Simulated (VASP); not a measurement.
Runs of VASP 6.6.1 on HfO2. The structure is that of space group P4_2/nmc (No. 137), or close to it. The cells are those of the table. 

```csv
level,potentials or basis,cell,gap on the mesh (eV),pressure (GPa),largest force (eV/Å)
LDA,"VASP PAW LDA potentials, release 64 (Hf_pv, O)","a = 3.537, b = 3.537, c = 5.102 Å, 6 atoms",(a),-2.8,(c)
PBEsol,"VASP PAW PBE potentials, release 64 (Hf_pv, O)","a = 3.567, b = 3.567, c = 5.166 Å, 6 atoms",4.57,-3.3,0.03
r2SCAN,"VASP PAW PBE potentials, release 64 (Hf_pv, O)","a = 3.577, b = 3.577, c = 5.202 Å, 6 atoms",(b),-3.6,0.07
PBE,"VASP PAW PBE potentials, release 64 (Hf_pv, O)","a = 3.604, b = 3.604, c = 5.264 Å, 6 atoms",4.65,-3.1,0.05
```

Alike in all rows: task single point; no spin polarisation; k mesh 6 × 6 × 4; cutoff (eV) 520; smearing fermi-dirac 0.02 eV.

Q: Fill in the values left out.

A: (a) 4.52; (b) 5.24; (c) 0.01.

Caveats: spin-orbit coupling is left out, which moves the levels of the heavy elements; the PAW data sets were made with another functional, which shifts forces and pressure a little (some runs).

A k mesh can miss the band edges, and the runs leave out spin-orbit coupling on Hf.
